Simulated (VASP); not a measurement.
# Ga2Sb2CO in VASP: further runs, part 2 of 2

VASP 6.6.1. Earlier steps stand in the parts before.

## 4. Single point, PBE+D3(BJ)

Contents of INCAR:

```
SYSTEM = Ga2Sb2CO
PREC = Accurate
ENCUT = 520
EDIFF = 1E-6
ISMEAR = 0
SIGMA = 0.1
LREAL = .False.
LASPH = .True.
NELM = 100
ALGO = Normal
ISIF = 2
LWAVE = .False.
LCHARG = .False.
LDIPOL = .True.
IDIPOL = 3
DIPOL = 0.5 0.5 0.353
GGA = PE
IVDW = 12
NBANDS = 32
```

Contents of KPOINTS:

```
regular mesh
0
Gamma
  6 6 1
  0 0 0
```

Contents of POSCAR:

```
Ga2Sb2CO
1.0
    4.3343814621      0.0000000000      0.0000000000
   -2.1671907311      3.7536844559      0.0000000000
    0.0000000000      0.0000000000     23.3197422777
Sb Ga O C
2 2 1 1
Direct
    0.0000000000      0.0000000000      0.1715284823
    0.3333333333      0.6666666667      0.3301590654
    0.3333333333      0.6666666667      0.2094685204
    0.6666666667      0.3333333333      0.3632005095
    1.1111111111      1.2222222222      0.4961350833
    1.1111111111      1.2222222222      0.5454495220
```

Potentials or basis: VASP PAW PBE potentials, release 64 (Sb, Ga_d, O, C).

Launch:

```sh
$ cat potpaw_PBE.64/Sb/POTCAR potpaw_PBE.64/Ga_d/POTCAR potpaw_PBE.64/O/POTCAR potpaw_PBE.64/C/POTCAR > POTCAR
$ mpirun -np 1 vasp_std > vasp.out
```

OUTCAR:

```text
SYSTEM = Ga2Sb2CO
   PREC = Accurate
   ENCUT = 520
   EDIFF = 1E-6
   ISMEAR = 0
   LREAL = .False.
   LASPH = .True.
   NELM = 100
   ISIF = 2
   GGA = PE
   IVDW = 12
 IVDW          = 12

 ion  position               nearest neighbor table
   1  0.000  0.000  0.172-   3 2.65   3 2.65   3 2.65
   2  0.333  0.667  0.330-   4 2.62   4 2.62   4 2.62   3 2.81
   3  0.333  0.667  0.209-   1 2.65   1 2.65   1 2.65   2 2.81
   4  0.667  0.333  0.363-   2 2.62   2 2.62   2 2.62
   5  0.111  0.222  0.496-   6 1.15
   6  0.111  0.222  0.545-   5 1.15

  LATTYP: Found a hexagonal cell.
 ALAT       =     4.3343814621
 C/A-ratio  =     5.3801776520

  Lattice vectors:

 A1 = (   4.3343814621,   0.0000000000,   0.0000000000)
 A2 = (  -2.1671907311,   3.7536844559,   0.0000000000)
 A3 = (   0.0000000000,   0.0000000000,  23.3197422777)

Analysis of symmetry for initial positions (statically):
=====================================================================
 Subroutine PRICEL returns:
 Original cell was already a primitive cell.

 Routine SETGRP: Setting up the symmetry group for a
 hexagonal supercell.

 Subroutine GETGRP returns: Found  2 space group operations
 (whereof  2 operations were pure point group operations)
 out of a pool of 24 trial point group operations.

The static configuration has the point symmetry C_1h.

Analysis of symmetry for dynamics (positions and initial velocities):
=====================================================================
 Subroutine PRICEL returns:
 Original cell was already a primitive cell.

 Routine SETGRP: Setting up the symmetry group for a
 hexagonal supercell.

 Subroutine GETGRP returns: Found  2 space group operations
 (whereof  2 operations were pure point group operations)
 out of a pool of 24 trial point group operations.

The dynamic configuration has the point symmetry C_1h.

 Subroutine INISYM returns: Found  2 space group operations
 (whereof  2 operations are pure point group operations),
 and found     1 'primitive' translations

----------------------------------------------------------------------------------------

                                     Primitive cell

  volume of cell :     379.4099

  direct lattice vectors                    reciprocal lattice vectors
     4.334381462  0.000000000  0.000000000     0.230713427  0.133202459  0.000000000
    -2.167190731  3.753684456  0.000000000     0.000000000  0.266404918  0.000000000
     0.000000000  0.000000000 23.319742278     0.000000000  0.000000000  0.042882121

  length of vectors
     4.334381462  4.334381462 23.319742278     0.266404918  0.266404918  0.042882121

  position of ions in fractional coordinates (direct lattice)
     0.000000000  0.000000000  0.171528482
     0.333333333  0.666666667  0.330159065
     0.333333333  0.666666667  0.209468520
     0.666666667  0.333333333  0.363200509
     0.111111111  0.222222222  0.496135083
     0.111111111  0.222222222  0.545449522

  ion indices of the primitive-cell ions
   primitive index   ion index
                 1           1
                 2           2
                 3           3
                 4           4
                 5           5
[... 41 lines left out ...]
  0.500000  0.333333  0.000000      4.000000
  0.333333  0.333333  0.000000      2.000000
   k-points           NKPTS =     13   k-points in BZ     NKDIM =     13   number of bands    NBANDS=     32
   number of dos      NEDOS =    301   number of ions     NIONS =      6
   total plane-waves  NPLWV = 184320
   dimension x,y,z NGX =    32 NGY =   32 NGZ =  180
   dimension x,y,z NGXF=    64 NGYF=   64 NGZF=  360
   ions per type =               2   2   1   1
   NGX,Y,Z   is equivalent  to a cutoff of  12.27, 12.27, 12.83 a.u.
   NGXF,Y,Z  is equivalent  to a cutoff of  24.55, 24.55, 25.66 a.u.
 SYSTEM =  Ga2Sb2CO
   PREC   = accura    normal or accurate (medium, high low for compatibility)
   ISTART =      0    job   : 0-new  1-cont  2-samecut
   ICHARG =      2    charge: 1-file 2-atom 10-const
   ISPIN  =      1    spin polarized calculation?
   LNONCOLLINEAR =      F non collinear calculations
   LSORBIT =      F    spin-orbit coupling
   LASPH  =      T    aspherical Exc in radial PAW
   ENCUT  =  520.0 eV  38.22 Ry    6.18 a.u.   8.06  8.06 43.36*2*pi/ulx,y,z
   NELM   =    100;   NELMIN=  2; NELMDL= -5     # of ELM steps
   EDIFF  = 0.1E-05   stopping-criterion for ELM
   LREAL  =      F    real-space projection
   EDIFFG = 0.1E-04   stopping-criterion for IOM
   NSW    =      0    number of steps for IOM
   IBRION =     -1    ionic relax: 0-MD 1-quasi-New 2-CG
   NFREE  =      0    steps in history (QN), initial steepest desc. (CG)
   ISIF   =      2    stress and relaxation
   ISYM   =      2    0-nonsym 1-usesym 2-fastsym
   POTIM  = 0.5000    time-step for ionic-motion
   TEBEG  =    0.0;   TEEND  =   0.0 temperature during run
   PSTRESS=    0.0 pullay stress
   NELECT =      46.0000    total number of electrons
   NUPDOWN=      -1.0000    fix difference up-down
   EMIN   =  10.00;   EMAX   =-10.00  energy-range for DOS
   EFERMI =   0.00;   METHOD = LEGACY
   ISMEAR =     0;   SIGMA  =   0.10  broadening in eV -4-tet -1-fermi 0-gaus
   EFERMI_NEDOS =   21; number of points for ismear=-14 and -15
   IALGO  =     38    algorithm
   IMIX   =      4    mixing-type and parameters
     AMIX     =   0.40;   BMIX     =  1.00
     AMIX_MAG =   1.60;   BMIX_MAG =  1.00
  volume/ion in A,a.u.               =      63.23       426.73
  Fermi-wavevector in a.u.,A,eV,Ry     =   0.810260  1.531170  8.932521  0.656522
  Thomas-Fermi vector in A             =   1.919403
   LORBIT       =      0    0 simple, 1 ext, 2 COOP (PROOUT), +10 PAW based schemes
   GGA     = PE    functional components
   LHFCALC =     F    Hartree Fock is set to
   AEXX    =    0.0000 exact exchange contribution
   IVDW    =    12    specifies the selected vdW correction
   LEPSILON=     F    determine dielectric tensor
   LRPA    =     F    only Hartree local field effects (RPA)
 non-spin polarized calculation
 Gauss-broadening in eV      SIGMA  =   0.10
  energy-cutoff  :      520.00
  volume of cell :      379.41
 maximum number of plane-waves:     10242
   NGX = 17   NGY = 17   NGZ = 87

 dipolmoment           0.000000      0.000000      0.000056 electrons x Angstroem

 number of electron      46.0000009 magnetization

 dipolmoment           0.000000      0.000000     -0.095879 electrons x Angstroem

 Free energy of the ion-electron system (eV)
  ---------------------------------------------------
  ext. energy  EPLUGINS =         0.00000000
  ---------------------------------------------------
  free energy    TOTEN  =       -28.25571763 eV

  energy without entropy =      -28.24926210  energy(sigma->0) =      -28.25248987

 E-fermi :  -0.9568     XC(G=0):  -4.1679

 val. band max:       -0.9691657080   @ k =   0.0000   0.0000   0.0000
 cond. band min:      -0.9416628670   @ k =   0.3333   0.3333   0.0000
 fundamental gap:      0.0275028410
 Fermi energy:        -0.9567555677

 k-point     1 :       0.0000    0.0000    0.0000
  band No.  band energies     occupation
      1     -26.8164      2.00000
      2     -16.4955      2.00000
      3     -16.4489      2.00000
      4     -16.4488      2.00000
      5     -16.3878      2.00000
      6     -16.3877      2.00000
[... 444 lines left out ...]
     31       4.4152      0.00000
     32       4.6317      0.00000

------------------------ aborting loop because EDIFF is reached ----------------------------------------

 vacuum level on the upper side and lower side of the slab       (xc-potential included)        -0.528         0.516

 Edisp (eV)   -1.00052

 E8    (eV) :    -0.4651

  FORCE on cell =-STRESS in cart. coord.  units (eV):
  Direction    XX          YY          ZZ          XY          YZ          ZX
  --------------------------------------------------------------------------------------
  -------------------------------------------------------------------------------------
  Total      -0.05835    -0.09264    -1.04837     0.00000    -0.06505     0.00000
  in kB      -0.24642    -0.39118    -4.42708     0.00000    -0.27468     0.00000
  external pressure =       -1.69 kB  Pullay stress =        0.00 kB

 VOLUME and BASIS-vectors are now :
 -----------------------------------------------------------------------------
  energy-cutoff  :      520.00
  volume of cell :      379.41
      direct lattice vectors                 reciprocal lattice vectors
     4.334381462  0.000000000  0.000000000     0.230713427  0.133202459  0.000000000
    -2.167190731  3.753684456  0.000000000     0.000000000  0.266404918  0.000000000
     0.000000000  0.000000000 23.319742278     0.000000000  0.000000000  0.042882121

 POSITION                                       TOTAL-FORCE (eV/Angst)
 -----------------------------------------------------------------------------------
      0.00000      0.00000      4.00000        -0.000000      0.004342      0.155229
     -0.00000      2.50246      7.69922        -0.000000      0.005719     -0.028814
     -0.00000      2.50246      4.88475         0.000000     -0.000389     -0.129147
      2.16719      1.25123      8.46974        -0.000000      0.006905      0.008812
     -0.00000      0.83415     11.56974         0.000000     -0.021964      0.657137
     -0.00000      0.83415     12.71974        -0.000000      0.005387     -0.663217
 -----------------------------------------------------------------------------------
    total drift:                               -0.000003     -0.000394      0.000761

  FREE ENERGIE OF THE ION-ELECTRON SYSTEM (eV)
  ---------------------------------------------------
  free  energy   TOTEN  =       -29.2562351018 eV

  energy  without entropy=      -29.2497795760  energy(sigma->0) =      -29.25300734

 vacuum level on the upper side and lower side of the slab         2.857         3.925
```

It took 2.6 min on 1 thread of AMD EPYC 9R45 (Zen 5), shared host; peak memory 0.51 GiB.

Results:

```
Free energy                : -29.2562 eV
Largest force              : 0.663 eV/Å
Band gap on the k mesh     : 0.03 eV (least direct gap 0.15 eV)
Dispersion energy per atom : -0.167 eV
```

Forces on the atoms (eV/Å):
```
Sb   0.000  0.004  0.155
Sb   0.000  0.006 -0.029
Ga   0.000  0.000 -0.129
Ga   0.000  0.007  0.009
O    0.000 -0.022  0.657
C    0.000  0.005 -0.663
```

Caveat: spin-orbit coupling is left out, which moves the levels of the heavy elements.

## 5. Single point, PBE+D3(BJ)

Contents of INCAR:

```
PREC     = Accurate       # precision mode
ENCUT    = 520            # plane-wave cutoff, eV
EDIFF    = 1E-6           # SCF threshold, eV
ISMEAR   = 0              # smearing method
SIGMA    = 0.1            # smearing width, eV
LREAL    = False          # projectors in reciprocal space
LASPH    = True           # aspherical terms in the spheres
NELM     = 100            # most SCF steps
ALGO     = Normal         # electronic algorithm
ISIF     = 2              # what is computed and relaxed
LWAVE    = False          # write WAVECAR
LCHARG   = False          # write CHGCAR
LDIPOL   = True         
IDIPOL   = 3            
DIPOL    = 0.5 0.5 0.353
GGA      = PE             # functional
IVDW     = 12             # dispersion correction
NBANDS   = 32             # bands
```

Contents of KPOINTS:

```
regular mesh
0
Gamma
  6 6 1
```

POSCAR: that of step 4 with these lines changed.

```diff
@@ -12,3 +12,3 @@
     0.6666666667      0.3333333333      0.3632005095
-    1.1111111111      1.2222222222      0.4961350833
-    1.1111111111      1.2222222222      0.5454495220
+    1.5555555556      0.7777777778      0.4961350833
+    1.5555555556      0.7777777778      0.5454495220
```

Potentials or basis: VASP PAW PBE potentials, release 64 (Sb, Ga_d, O, C).

Launch:

```sh
$ cat potpaw_PBE.64/Sb/POTCAR potpaw_PBE.64/Ga_d/POTCAR potpaw_PBE.64/O/POTCAR potpaw_PBE.64/C/POTCAR > POTCAR
$ mpirun -np 1 vasp_std > vasp.out
```

OUTCAR:

```text
PREC = Accurate
   ENCUT = 520
   EDIFF = 1E-6
   ISMEAR = 0
   LREAL = False
   LASPH = True
   NELM = 100
   ISIF = 2
   GGA = PE
   IVDW = 12
 IVDW          = 12

 ion  position               nearest neighbor table
   1  0.000  0.000  0.172-   3 2.65   3 2.65   3 2.65
   2  0.333  0.667  0.330-   4 2.62   4 2.62   4 2.62   3 2.81
   3  0.333  0.667  0.209-   1 2.65   1 2.65   1 2.65   2 2.81
   4  0.667  0.333  0.363-   2 2.62   2 2.62   2 2.62
   5  0.556  0.778  0.496-   6 1.15
   6  0.556  0.778  0.545-   5 1.15

  LATTYP: Found a hexagonal cell.
 ALAT       =     4.3343814621
 C/A-ratio  =     5.3801776520

  Lattice vectors:

 A1 = (   4.3343814621,   0.0000000000,   0.0000000000)
 A2 = (  -2.1671907311,   3.7536844559,   0.0000000000)
 A3 = (   0.0000000000,   0.0000000000,  23.3197422777)

Analysis of symmetry for initial positions (statically):
=====================================================================
 Subroutine PRICEL returns:
 Original cell was already a primitive cell.

 Routine SETGRP: Setting up the symmetry group for a
 hexagonal supercell.

 Subroutine GETGRP returns: Found  2 space group operations
 (whereof  2 operations were pure point group operations)
 out of a pool of 24 trial point group operations.

The static configuration has the point symmetry C_1h.

Analysis of symmetry for dynamics (positions and initial velocities):
=====================================================================
 Subroutine PRICEL returns:
 Original cell was already a primitive cell.

 Routine SETGRP: Setting up the symmetry group for a
 hexagonal supercell.

 Subroutine GETGRP returns: Found  2 space group operations
 (whereof  2 operations were pure point group operations)
 out of a pool of 24 trial point group operations.

The dynamic configuration has the point symmetry C_1h.

 Subroutine INISYM returns: Found  2 space group operations
 (whereof  2 operations are pure point group operations),
 and found     1 'primitive' translations
[... 119 lines left out ...]
   IVDW    =    12    specifies the selected vdW correction
   LEPSILON=     F    determine dielectric tensor
   LRPA    =     F    only Hartree local field effects (RPA)
 non-spin polarized calculation
 Gauss-broadening in eV      SIGMA  =   0.10
  energy-cutoff  :      520.00
  volume of cell :      379.41
 maximum number of plane-waves:     10242
   NGX = 17   NGY = 17   NGZ = 87

 dipolmoment           0.000000      0.000000      0.000056 electrons x Angstroem

 number of electron      46.0000004 magnetization

 dipolmoment           0.000000      0.000000     -0.099183 electrons x Angstroem

 Free energy of the ion-electron system (eV)
  ---------------------------------------------------
  ext. energy  EPLUGINS =         0.00000000
  ---------------------------------------------------
  free energy    TOTEN  =       -28.24190135 eV

  energy without entropy =      -28.23543342  energy(sigma->0) =      -28.23866739

 E-fermi :  -0.9432     XC(G=0):  -4.1654

 val. band max:       -0.9536054066   @ k =   0.0000   0.0000   0.0000
 cond. band min:      -0.9304304501   @ k =   0.3333   0.3333   0.0000
 fundamental gap:      0.0231749565
 Fermi energy:        -0.9431584433

 k-point     1 :       0.0000    0.0000    0.0000
  band No.  band energies     occupation
      1     -26.8351      2.00000
      2     -16.4737      2.00000
      3     -16.4275      2.00000
      4     -16.4270      2.00000
      5     -16.3663      2.00000
      6     -16.3660      2.00000
[... 444 lines left out ...]
     31       4.4924      0.00000
     32       4.6897      0.00000

------------------------ aborting loop because EDIFF is reached ----------------------------------------

 vacuum level on the upper side and lower side of the slab       (xc-potential included)        -0.545         0.534

 Edisp (eV)   -1.00097

 E8    (eV) :    -0.4654

  FORCE on cell =-STRESS in cart. coord.  units (eV):
  Direction    XX          YY          ZZ          XY          YZ          ZX
  --------------------------------------------------------------------------------------
  -------------------------------------------------------------------------------------
  Total      -0.08863    -0.06607    -0.92851    -0.01954     0.02925     0.05065
  in kB      -0.37427    -0.27901    -3.92092    -0.08250     0.12350     0.21391
  external pressure =       -1.52 kB  Pullay stress =        0.00 kB

 VOLUME and BASIS-vectors are now :
 -----------------------------------------------------------------------------
  energy-cutoff  :      520.00
  volume of cell :      379.41
      direct lattice vectors                 reciprocal lattice vectors
     4.334381462  0.000000000  0.000000000     0.230713427  0.133202459  0.000000000
    -2.167190731  3.753684456  0.000000000     0.000000000  0.266404918  0.000000000
     0.000000000  0.000000000 23.319742278     0.000000000  0.000000000  0.042882121

 POSITION                                       TOTAL-FORCE (eV/Angst)
 -----------------------------------------------------------------------------------
      0.00000      0.00000      4.00000        -0.005229     -0.003019      0.151586
     -0.00000      2.50246      7.69922        -0.003122     -0.001803     -0.063275
     -0.00000      2.50246      4.88475         0.000587      0.000339     -0.118763
      2.16719      1.25123      8.46974        -0.003122     -0.001803      0.000406
      0.72240      2.91953     11.56974         0.015251      0.008805      0.689921
      0.72240      2.91953     12.71974        -0.004364     -0.002520     -0.659876
 -----------------------------------------------------------------------------------
    total drift:                                0.000396      0.000231      0.000845

  FREE ENERGIE OF THE ION-ELECTRON SYSTEM (eV)
  ---------------------------------------------------
  free  energy   TOTEN  =       -29.2428706441 eV

  energy  without entropy=      -29.2364027154  energy(sigma->0) =      -29.23963668

 vacuum level on the upper side and lower side of the slab         2.837         3.940
```

OSZICAR:

```text
N       E                     dE             d eps       ncg     rms          rms(c)
DAV:   1     0.338339688217E+03    0.33834E+03   -0.18638E+04   888   0.126E+03
DAV:   2     0.218253590733E+02   -0.31651E+03   -0.30242E+03  1024   0.298E+02
DAV:   3    -0.269419854853E+02   -0.48767E+02   -0.48209E+02  1088   0.115E+02
DAV:   4    -0.293791552847E+02   -0.24372E+01   -0.24187E+01  1168   0.283E+01
[... 14 lines left out ...]
DAV:  19    -0.282418923216E+02   -0.34896E-04   -0.94238E-06   736   0.862E-03    0.168E-03
DAV:  20    -0.282418963957E+02   -0.40741E-05   -0.60989E-07   792   0.370E-03    0.619E-04
DAV:  21    -0.282418998474E+02   -0.34517E-05   -0.27714E-07   656   0.234E-03    0.519E-04
DAV:  22    -0.282419010817E+02   -0.12343E-05   -0.15037E-07   592   0.151E-03    0.397E-04
DAV:  23    -0.282419013502E+02   -0.26852E-06   -0.99978E-08   648   0.122E-03
   1 F= -.29242871E+02 E0= -.29239637E+02  d E =-.646793E-02
```

Wall time 2.5 min (1 thread of AMD EPYC 9R45 (Zen 5), shared host); peak memory 0.51 GiB.

Results:

```
Free energy                : -29.2429 eV
Largest force              : 0.690 eV/Å
Band gap on the k mesh     : 0.02 eV (least direct gap 0.17 eV)
Dispersion energy per atom : -0.167 eV
```

Forces on the atoms (eV/Å):
```
Sb  -0.005 -0.003  0.152
Sb  -0.003 -0.002 -0.063
Ga   0.001  0.000 -0.119
Ga  -0.003 -0.002  0.000
O    0.015  0.009  0.690
C   -0.004 -0.003 -0.660
```

Levels at points of the mesh, in eV from the valence-band top:
```
           k point  band 19  band 20  band 21  band 22  band 23  band 24  band 25  band 26  band 27  band 28
(0.00, 0.00, 0.00)    -2.09    -1.11    -1.11     0.00     0.00     0.17     0.88     1.44     1.45     1.78
(0.50, 0.00, 0.00)    -5.70    -2.51    -2.45    -1.30    -1.18     0.40     0.67     1.21     1.30     1.66
(0.00, 0.50, 0.00)    -5.70    -2.51    -2.45    -1.30    -1.19     0.35     0.71     1.19     1.32     1.69
```

Caveat: spin-orbit coupling is left out, which moves the levels of the heavy elements.

## 6. Overview

| cell | gap on the mesh (eV) | largest force (eV/Å) |
| --- | --- | --- |
| as given, atomic positions A | 0.03 | 0.66 |
| as given, atomic positions B | 0.03 | 0.70 |
| as given, atomic positions C | 0.03 | 0.66 |
| as given, atomic positions D | 0.02 | 0.69 |

Alike in all rows: task single point; level PBE+D3(BJ); potentials or basis VASP PAW PBE potentials, release 64 (Sb, Ga_d, O, C); no spin polarisation; k mesh 6 × 6 × 1; cutoff (eV) 520; smearing gaussian 0.1 eV.

Caveats: spin-orbit coupling is left out, which moves the levels of the heavy elements.

Total energies depend on the potentials used, so only differences within one code and one set of settings carry meaning.
